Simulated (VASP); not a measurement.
Input of a VASP 6.6.1 run:

INCAR

```
  PREC = Accurate
  ENCUT = 520
  EDIFF = 1E-7
  ISMEAR = 0
  SIGMA = 0.02
  LREAL = False
  LASPH = True
  NELM = 80
  ALGO = Normal
  ISIF = 2
  LWAVE = False
  LCHARG = False
  GGA = PE
  IVDW = 12
  NBANDS = 18
```

The input KPOINTS:

```
regular mesh
0
Gamma
  8 8 8
```

The input POSCAR:

```
HfO2
1.0
    0.0000000000      2.5367069478      2.5367069478
    2.5367069478      0.0000000000      2.5367069478
    2.5367069478      2.5367069478      0.0000000000
Hf O
1 2
Direct
    0.0000000000      0.0000000000      0.0000000000
    0.2500000000      0.2500000000      0.2500000000
    0.7500000000      0.7500000000      0.7500000000
```

Potentials or basis: VASP PAW PBE potentials, release 64 (Hf_pv, O).

Run with:

```sh
$ cat potpaw_PBE.64/Hf_pv/POTCAR potpaw_PBE.64/O/POTCAR > POTCAR
$ mpirun -np 1 vasp_std > vasp.out
```

Estimate the dispersion energy per atom.

-0.239 eV.

Estimate the pressure.

-3.9 GPa.

Predict the band gap on the k mesh.

3.80 eV, direct.

Caveat: spin-orbit coupling is left out, which moves the levels of the heavy elements. A k mesh can miss the band edges.
